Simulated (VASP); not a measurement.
Runs of VASP 6.6.1 on Pd. The structure is that of space group Fm-3m (No. 225), or close to it. The cells are those of the table. 

| cell | gap on the mesh (eV) | pressure (GPa) |
| --- | --- | --- |
| a = 2.710, b = 2.710, c = 2.751 Å, angles 59.5, 59.5, 61.0°, 1 atom | none | -1.6 |
| a = 2.689, b = 2.689, c = 2.751 Å, angles 59.2, 59.2, 61.5°, 1 atom | none | (a) |
| a = 2.813, b = 2.813, c = 2.751 Å, angles 60.7, 60.7, 58.5°, 1 atom | none | -14.7 |
| a = 2.771, b = 2.771, c = 2.751 Å, angles 60.2, 60.2, 59.5°, 1 atom | none | -10.3 |

Alike in all rows: task single point; level LDA; potentials or basis VASP PAW LDA potentials, release 64 (Pd); no spin polarisation; k mesh 20 × 20 × 20; cutoff (eV) 520; smearing gaussian 0.15 eV.

Q: Estimate the missing entries.

A: (a) 2.1.

A k mesh can miss the band edges, and the runs leave out spin-orbit coupling on Pd.

A gap of «none» marks levels without a gap at the run's occupations.
